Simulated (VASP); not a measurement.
# Be16Se9S7 (P1) in VASP: a series of runs, part 3 of 3

VASP 6.6.1.

**4. Single point, HSE06**

Input file POSCAR:

```
Be16Se9S7
1.0
   10.0034090000      0.0000000000      0.0000000000
    0.0000000000     10.0034090000      0.0000000000
    0.0000000000      0.0000000000     10.0034090000
Be Se S
32 18 14
Direct
    0.0061310000      0.9946130000      0.9954290000
    0.9960860000      0.9951170000      0.5051970000
    0.0061970000      0.4952350000      0.0045170000
    0.9958950000      0.5067050000      0.4947780000
    0.4951740000      0.0056290000      0.9943680000
    0.5002100000      0.9897440000      0.5003160000
    0.4949420000      0.4966220000      0.0053530000
    0.5003500000      0.5002350000      0.4997320000
    0.2557150000      0.2545770000      0.9957430000
    0.2546480000      0.2551160000      0.5048070000
    0.2395610000      0.7480910000      0.9993440000
    0.2606580000      0.7479700000      0.5005680000
    0.7558630000      0.2549530000      0.0048100000
    0.7426570000      0.2549410000      0.4953400000
    0.7485030000      0.7480810000      0.0005500000
    0.7501460000      0.7481210000      0.4993060000
    0.2490810000      0.0013360000      0.2506570000
    0.2562740000      0.9940040000      0.7544530000
    0.2561990000      0.5060430000      0.2453440000
    0.2492360000      0.4907590000      0.7495210000
    0.7435620000      0.9933930000      0.2552510000
    0.7550310000      0.9963020000      0.7439450000
    0.7547810000      0.4957030000      0.2558770000
    0.7436640000      0.5064060000      0.7448160000
    0.9964740000      0.2537510000      0.2452110000
    0.0059030000      0.2559300000      0.7553350000
    0.0001360000      0.7373880000      0.2505700000
    0.0014790000      0.7584610000      0.7493320000
    0.4996250000      0.2610720000      0.2506330000
    0.4906750000      0.2486280000      0.7492140000
    0.5005560000      0.7484230000      0.2603470000
    0.4995710000      0.7474350000      0.7395480000
    0.1269630000      0.1277430000      0.1216250000
    0.1283020000      0.1239730000      0.6289070000
    0.1270280000      0.6259590000      0.6251690000
    0.6239870000      0.1277480000      0.1266780000
    0.6225910000      0.1238950000      0.6239320000
    0.6252100000      0.6223410000      0.1305680000
    0.3741420000      0.8733980000      0.1251930000
    0.8740240000      0.3779730000      0.6238850000
    0.8767760000      0.8720290000      0.1268880000
    0.3778510000      0.1267020000      0.3767610000
    0.3727450000      0.6237550000      0.8738940000
    0.8727150000      0.1249160000      0.3755540000
    0.8780090000      0.1251930000      0.8751640000
    0.8780520000      0.6247330000      0.8750990000
    0.1270760000      0.3791970000      0.3728520000
    0.1256680000      0.8706910000      0.3767440000
    0.6228510000      0.3753140000      0.8751610000
    0.6239610000      0.8746200000      0.8711900000
    0.1258650000      0.6222140000      0.1253950000
    0.6238870000      0.6260850000      0.6199600000
    0.3743610000      0.3771180000      0.1256050000
    0.3765150000      0.3764540000      0.6255070000
    0.3770000000      0.8728600000      0.6249290000
    0.8771160000      0.3778650000      0.1269980000
    0.8745370000      0.8721770000      0.6239230000
    0.3730760000      0.1263440000      0.8737330000
    0.3781710000      0.6237190000      0.3768740000
    0.8729160000      0.6247990000      0.3752630000
    0.1287460000      0.3753360000      0.8779480000
    0.1272630000      0.8745030000      0.8737550000
    0.6238190000      0.3793360000      0.3755230000
    0.6249670000      0.8706160000      0.3793810000
```

Input file INCAR.step1:

```
SYSTEM = Be16Se9S7
PREC = Accurate
ENCUT = 520
EDIFF = 1E-5
ISMEAR = -1
SIGMA = 0.05
LREAL = Auto
LASPH = .TRUE.
NELM = 80
ALGO = Normal
ISIF = 2
LWAVE = .TRUE.
LCHARG = .FALSE.
GGA = PE
NBANDS = 166
```

Input file INCAR.step2:

```
SYSTEM = Be16Se9S7
PREC = Accurate
ENCUT = 520
EDIFF = 1E-6
ISMEAR = -1
SIGMA = 0.05
LREAL = Auto
LASPH = .TRUE.
NELM = 80
ALGO = Normal
ISIF = 2
LWAVE = .FALSE.
LCHARG = .FALSE.
GGA = PE
LHFCALC = .TRUE.
HFSCREEN = 0.2079
PRECFOCK = Fast
ISTART = 1
NBANDS = 166
```

Input file KPOINTS:

```
Automatic mesh
0
G
  1 1 1
  0 0 0
```

Potentials or basis: VASP PAW PBE potentials, release 64 (Be, Se, S).

Command:

```sh
> cat potpaw_PBE.64/Be/POTCAR potpaw_PBE.64/Se/POTCAR potpaw_PBE.64/S/POTCAR > POTCAR
> cp INCAR.step1 INCAR
> mpirun -np 1 vasp_gam > vasp.out
> cp INCAR.step2 INCAR
> mpirun -np 1 vasp_gam > vasp.out
```

OUTCAR:

```text
SYSTEM = Be16Se9S7
   PREC = Accurate
   ENCUT = 520
   EDIFF = 1E-6
   ISMEAR = -1
   LREAL = Auto
   LASPH = .TRUE.
   NELM = 80
   ISIF = 2
   GGA = PE
   LHFCALC = .TRUE.
   HFSCREEN = 0.2079
   PRECFOCK = Fast
   ISTART = 1

 ion  position               nearest neighbor table
   1  0.006  0.995  0.995-  62 2.10  45 2.19  33 2.20  41 2.22
   2  0.996  0.995  0.505-  57 2.10  48 2.21  44 2.21  34 2.22
   3  0.006  0.495  0.005-  51 2.12  61 2.13  56 2.13  46 2.24
   4  0.996  0.507  0.495-  60 2.08  40 2.19  47 2.20  35 2.20
   5  0.495  0.006  0.994-  58 2.10  50 2.21  36 2.21  39 2.22
   6  0.500  0.990  0.500-  55 2.11  64 2.11  37 2.20  42 2.21
[... 56 lines left out ...]
  63  0.624  0.379  0.376-  14 2.10  23 2.12  29 2.12   8 2.13
  64  0.625  0.871  0.379-   6 2.11  21 2.11  31 2.11  16 2.12

  LATTYP: Found a simple cubic cell.
 ALAT       =    10.0034090000

  Lattice vectors:

 A1 = (  10.0034090000,   0.0000000000,   0.0000000000)
 A2 = (   0.0000000000,  10.0034090000,   0.0000000000)
 A3 = (   0.0000000000,   0.0000000000,  10.0034090000)

Analysis of symmetry for initial positions (statically):
=====================================================================
 Subroutine PRICEL returns:
 Original cell was already a primitive cell.

 Routine SETGRP: Setting up the symmetry group for a
 simple cubic supercell.

 Subroutine GETGRP returns: Found  1 space group operations
 (whereof  1 operations were pure point group operations)
 out of a pool of 48 trial point group operations.

The static configuration has the point symmetry C_1 .

Analysis of symmetry for dynamics (positions and initial velocities):
=====================================================================
 Subroutine PRICEL returns:
 Original cell was already a primitive cell.

 Routine SETGRP: Setting up the symmetry group for a
 simple cubic supercell.

 Subroutine GETGRP returns: Found  1 space group operations
 (whereof  1 operations were pure point group operations)
 out of a pool of 48 trial point group operations.

The dynamic configuration has the point symmetry C_1 .

 Subroutine INISYM returns: Found  1 space group operations
 (whereof  1 operations are pure point group operations),
 and found     1 'primitive' translations

----------------------------------------------------------------------------------------

                                     Primitive cell

  volume of cell :    1001.0230

  direct lattice vectors                    reciprocal lattice vectors
    10.003409000  0.000000000  0.000000000     0.099965922  0.000000000  0.000000000
     0.000000000 10.003409000  0.000000000     0.000000000  0.099965922  0.000000000
     0.000000000  0.000000000 10.003409000     0.000000000  0.000000000  0.099965922

  length of vectors
    10.003409000 10.003409000 10.003409000     0.099965922  0.099965922  0.099965922

  position of ions in fractional coordinates (direct lattice)
     0.006131000  0.994613000  0.995429000
[... 160 lines left out ...]
   k-points           NKPTS =      1   k-points in BZ     NKDIM =      1   number of bands    NBANDS=    166
   number of dos      NEDOS =    301   number of ions     NIONS =     64
   total plane-waves  NPLWV = 512000
   dimension x,y,z NGX =    80 NGY =   80 NGZ =   80
   dimension x,y,z NGXF=   160 NGYF=  160 NGZF=  160
   ions per type =              32  18  14
   NGX,Y,Z   is equivalent  to a cutoff of  13.30, 13.30, 13.30 a.u.
   NGXF,Y,Z  is equivalent  to a cutoff of  26.59, 26.59, 26.59 a.u.
 SYSTEM =  Be16Se9S7
   PREC   = accura    normal or accurate (medium, high low for compatibility)
   ISTART =      1    job   : 0-new  1-cont  2-samecut
   ICHARG =      0    charge: 1-file 2-atom 10-const
   ISPIN  =      1    spin polarized calculation?
   LNONCOLLINEAR =      F non collinear calculations
   LSORBIT =      F    spin-orbit coupling
   LASPH  =      T    aspherical Exc in radial PAW
   ENCUT  =  520.0 eV  38.22 Ry    6.18 a.u.  18.60 18.60 18.60*2*pi/ulx,y,z
   NELM   =     80;   NELMIN=  2; NELMDL=  0     # of ELM steps
   EDIFF  = 0.1E-05   stopping-criterion for ELM
   LREAL  =      T    real-space projection
   EDIFFG = 0.1E-04   stopping-criterion for IOM
   NSW    =      0    number of steps for IOM
   IBRION =     -1    ionic relax: 0-MD 1-quasi-New 2-CG
   NFREE  =      0    steps in history (QN), initial steepest desc. (CG)
   ISIF   =      2    stress and relaxation
   ISYM   =      3    0-nonsym 1-usesym 2-fastsym
   POTIM  = 0.5000    time-step for ionic-motion
   TEBEG  =    0.0;   TEEND  =   0.0 temperature during run
   PSTRESS=    0.0 pullay stress
   NELECT =     256.0000    total number of electrons
   NUPDOWN=      -1.0000    fix difference up-down
   EMIN   =  10.00;   EMAX   =-10.00  energy-range for DOS
   EFERMI =   0.00;   METHOD = LEGACY
   ISMEAR =    -1;   SIGMA  =   0.05  broadening in eV -4-tet -1-fermi 0-gaus
   EFERMI_NEDOS =   21; number of points for ismear=-14 and -15
   IALGO  =     38    algorithm
   IMIX   =      1    mixing-type and parameters
     AMIX     =   0.40;   BMIX     =  1.00
     AMIX_MAG =   1.60;   BMIX_MAG =  1.00
  volume/ion in A,a.u.               =      15.64       105.55
  Fermi-wavevector in a.u.,A,eV,Ry     =   1.039139  1.963687 14.691693  1.079809
  Thomas-Fermi vector in A             =   2.173655
   LORBIT       =      0    0 simple, 1 ext, 2 COOP (PROOUT), +10 PAW based schemes
   GGA     = PE    functional components
   LHFCALC =     T    Hartree Fock is set to
   PRECFOCK=fast      Normal, Fast or Accurate (Low or Medium for compatibility)
   ENCUT4O =  -1.0   cutoff for four orbital integrals eV
   NKREDX  =     1    reduce k-point grid by
   NKREDY  =     1    reduce k-point grid by
   NKREDZ  =     1    reduce k-point grid by
   AEXX    =    0.2500 exact exchange contribution
   HFSCREEN=    0.2079 screening length (either q_TF or 0.3 A-1)
   HFSCREENC=   0.2079 screening length for correlation (either q_TF or 0.3 A-1)
   ENCUTFOCK=  -1.0 apply spherical cutoff to Coloumb kernel
   IVDW    =     0    specifies the selected vdW correction
   LEPSILON=     F    determine dielectric tensor
   LRPA    =     F    only Hartree local field effects (RPA)
 non-spin polarized calculation
  energy-cutoff  :      520.00
  volume of cell :     1001.02
 maximum number of plane-waves:     13481
 NGX is ok and might be reduce to    80
  NGX = 40; NGY = 40; NGZ = 40

 number of electron     255.9999998 magnetization

 Free energy of the ion-electron system (eV)
  ---------------------------------------------------
  ext. energy  EPLUGINS =         0.00000000
  ---------------------------------------------------
  free energy    TOTEN  =      -339.43155937 eV

  energy without entropy =     -339.43155937  energy(sigma->0) =     -339.43155937

 E-fermi :   4.5339     XC(G=0):  -7.9766

 val. band max:        3.3080897522   @ k =   0.0000   0.0000   0.0000
 cond. band min:       6.7753247092   @ k =   0.0000   0.0000   0.0000
 fundamental gap:      3.4672349569
 Fermi energy:         4.5339463185

 k-point     1 :       0.0000    0.0000    0.0000
  band No.  band energies     occupation
      1     -11.9952      2.00000
      2     -11.2044      2.00000
      3     -11.1619      2.00000
      4     -11.1200      2.00000
      5     -11.0507      2.00000
      6     -11.0103      2.00000
[... 132 lines left out ...]
    139       8.6261      0.00000
    140       8.6398      0.00000
 [bands above 140 left out]

------------------------ aborting loop because EDIFF is reached ----------------------------------------

  FORCE on cell =-STRESS in cart. coord.  units (eV):
  Direction    XX          YY          ZZ          XY          YZ          ZX
  --------------------------------------------------------------------------------------
  -------------------------------------------------------------------------------------
  Total        7.7036228      7.5680081      8.0868545     -0.4087386     -0.4486524     -0.3954646
  in kB       12.3299557     12.1128989     12.9433332     -0.6542025     -0.7180860     -0.6329568
  external PRESSURE =      12.4620626 kB  Pullay stress =       0.0000000 kB

 VOLUME and BASIS-vectors are now :
 -----------------------------------------------------------------------------
  energy-cutoff  :      520.00
  volume of cell :     1001.02
      direct lattice vectors                 reciprocal lattice vectors
    10.003409000  0.000000000  0.000000000     0.099965922  0.000000000  0.000000000
     0.000000000 10.003409000  0.000000000     0.000000000  0.099965922  0.000000000
     0.000000000  0.000000000 10.003409000     0.000000000  0.000000000  0.099965922

 POSITION                                       TOTAL-FORCE (eV/Angst)
 -----------------------------------------------------------------------------------
      0.06133      9.94952      9.95768         0.020087      0.060300      0.027645
      9.96426      9.95456      5.05369         0.023946      0.029575      0.008800
      0.06199      4.95404      0.04519         0.007496      0.036602      0.018144
      9.96235      5.06878      4.94947         0.032970      0.018371      0.042381
      4.95343      0.05631      9.94707         0.024726      0.016105      0.031771
      5.00381      9.90081      5.00487         0.029308      0.068528      0.027841
[... 56 lines left out ...]
      6.24032      3.79465      3.75651        -0.021030     -0.023512     -0.024534
      6.25180      8.70913      3.79510        -0.026297     -0.044412     -0.019494
 -----------------------------------------------------------------------------------
    total drift:                               -0.009913      0.003152      0.006327

  FREE ENERGIE OF THE ION-ELECTRON SYSTEM (eV)
  ---------------------------------------------------
  free  energy   TOTEN  =      -339.4315593730 eV

  energy  without entropy=     -339.4315593729  energy(sigma->0) =     -339.43155937
```

Wall time 40 min (1 thread of Oxide Virtual Turin-like, shared host); peak memory 1.2 GiB.

Results:

```yaml
Free_energy: -339.4316 eV
Pressure: 1.2 GPa
Largest_force: 0.089 eV/Å
Band_gap_on_the_k_mesh: 3.47 eV
```

Forces on the atoms (eV/Å):
```
Be   0.020  0.060  0.028
Be   0.024  0.030  0.009
Be   0.007  0.037  0.018
Be   0.033  0.018  0.042
Be   0.025  0.016  0.032
Be   0.029  0.069  0.028
Be   0.041  0.035  0.018
Be   0.030  0.038  0.016
Be  -0.011  0.001  0.040
Be   0.024 -0.004  0.001
Be   0.068  0.026  0.021
Be  -0.016  0.025  0.029
Be  -0.003  0.006  0.010
Be   0.046  0.002  0.043
Be   0.041  0.029  0.028
Be   0.011  0.019  0.019
Be   0.029  0.030  0.019
Be  -0.014  0.058  0.014
Be  -0.013 -0.021  0.035
Be   0.033  0.071  0.042
Be   0.046  0.048  0.024
Be   0.007  0.042  0.039
Be  -0.009  0.060  0.001
Be   0.049  0.000  0.026
Be   0.043  0.016  0.025
Be   0.011 -0.014  0.016
Be   0.025  0.074  0.025
Be   0.029 -0.015  0.022
Be   0.027 -0.011  0.020
Be   0.063  0.019  0.034
Be   0.035  0.019 -0.001
Be   0.025  0.048  0.055
Se  -0.022 -0.042 -0.022
Se  -0.023 -0.016 -0.012
Se  -0.031 -0.020 -0.035
Se  -0.028 -0.006 -0.029
Se  -0.026 -0.039 -0.033
Se  -0.027 -0.032 -0.005
Se  -0.034 -0.011 -0.015
Se  -0.040  0.006 -0.032
Se  -0.039 -0.056 -0.029
Se  -0.032 -0.029 -0.020
Se  -0.034 -0.051 -0.027
Se  -0.042 -0.026 -0.026
Se   0.003 -0.020 -0.023
Se  -0.035 -0.004 -0.027
Se  -0.031 -0.006 -0.022
Se  -0.018 -0.033 -0.021
Se  -0.029 -0.008 -0.015
Se  -0.022 -0.028 -0.039
S   -0.024 -0.036 -0.033
S   -0.030 -0.025 -0.027
S   -0.012  0.004 -0.024
S   -0.039 -0.037 -0.026
S    0.003 -0.057 -0.034
S   -0.007 -0.032 -0.025
S   -0.017 -0.013 -0.021
S   -0.016 -0.028 -0.022
S    0.003 -0.008 -0.021
S   -0.010 -0.053 -0.020
S   -0.017 -0.029 -0.032
S   -0.032 -0.028 -0.018
S   -0.021 -0.024 -0.025
S   -0.026 -0.044 -0.019
```

Levels at points of the mesh, in eV from the valence-band top:
```tsv
k point	band 124	band 125	band 126	band 127	band 128	band 129	band 130	band 131	band 132	band 133
(0.00, 0.00, 0.00)	-0.91	-0.87	-0.11	-0.06	0.00	3.47	3.54	3.62	4.86	4.88
```

Caveat: the k points lie up to 0.63 Å⁻¹ apart; the PAW data sets were made with another functional, which shifts forces and pressure a little.

**5. Overview**

| task | level | cell | k mesh | cutoff (eV) | grid for exact exchange (PRECFOCK) | share of exact exchange | screening parameter | gap on the mesh (eV) | pressure (GPa) | largest force (eV/Å) |
| --- | --- | --- | --- | --- | --- | --- | --- | --- | --- | --- |
| single point | PBEsol | a = 10.003 Å, 64 atoms, atomic positions A | 1 × 1 × 1, shifted | 500 | - | - | - | 3.26 | 0.2 | 0.02 |
| relaxation of volume and atoms at fixed shape | PBEsol | relaxed from a = 10.002 Å, 64 atoms, atomic positions B | 1 × 1 × 1, shifted | 500 | - | - | - | 3.26 | 0.0 | 0.02 |
| single point | HSE06 | a = 10.003 Å, 64 atoms, atomic positions A | 1 × 1 × 1 | 520 | Fast | 0.25 | 0.2079 1/Å | 3.47 | 1.2 | 0.09 |

Alike in all rows: potentials or basis VASP PAW PBE potentials, release 64 (Be, Se, S); no spin polarisation; smearing fermi-dirac 0.05 eV.

Caveats: some runs use coarse meshes; the PAW data sets were made with another functional, which shifts forces and pressure a little; a shifted mesh leaves out Γ, where band edges can lie (at least some runs).

Absolute energies hang on the potentials; compare differences alone.
